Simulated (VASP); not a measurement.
A run of VASP 6.6.1 is set up as follows.

INCAR

```
  ALGO = Normal
  EDIFF = 1E-6
  ENCUT = 520
  GGA = PE
  ISIF = 2
  ISMEAR = -1
  LASPH = True
  LCHARG = True
  LELF = True
  LREAL = False
  LVHAR = True
  LWAVE = False
  NBANDS = 25
  NELM = 60
  PREC = Accurate
  SIGMA = 0.3
```

Contents of KPOINTS:

```
k-points
0
Gamma
  9 9 5
```

Contents of POSCAR:

```
CuO
1.0
    2.9004840000      0.0000000000      0.0000000000
    0.8811335867      2.7634056953      0.0000000000
   -0.6863119093     -0.5015203667      5.0578693859
Cu O
2 2
Direct
    0.0000000000      0.5000000000      0.0000000000
    0.5000000000      0.0000000000      0.5000000000
    0.5816000000      0.4184000000      0.2500000000
    0.4184000000      0.5816000000      0.7500000000
```

Potentials or basis: VASP PAW PBE potentials, release 64 (Cu, O).

Command:

```bash
$ cat potpaw_PBE.64/Cu/POTCAR potpaw_PBE.64/O/POTCAR > POTCAR
$ mpirun -np 1 vasp_std > vasp.out
```

**Question.** What does it give for the largest force?

**Answer.** 0.168 eV/Å.

**Question.** What does it give for the band gap on the k mesh?

**Answer.** Zero (band 17 reaches 5.99 eV, above the bottom of band 18 at 5.43 eV).

**Question.** What does it give for the pressure?

**Answer.** 7.4 GPa.

Stress tensor (GPa, compression positive):
```
 7.27 -0.45 -0.64
-0.45  7.56 -0.47
-0.64 -0.47  7.24
```

Caveat: semilocal functionals often make such compounds metallic where correlation or magnetic order opens a gap, which also shifts bond lengths. With open d or f shells a metallic result of PBE can be an artefact of self-interaction; +U or a hybrid may open a gap.
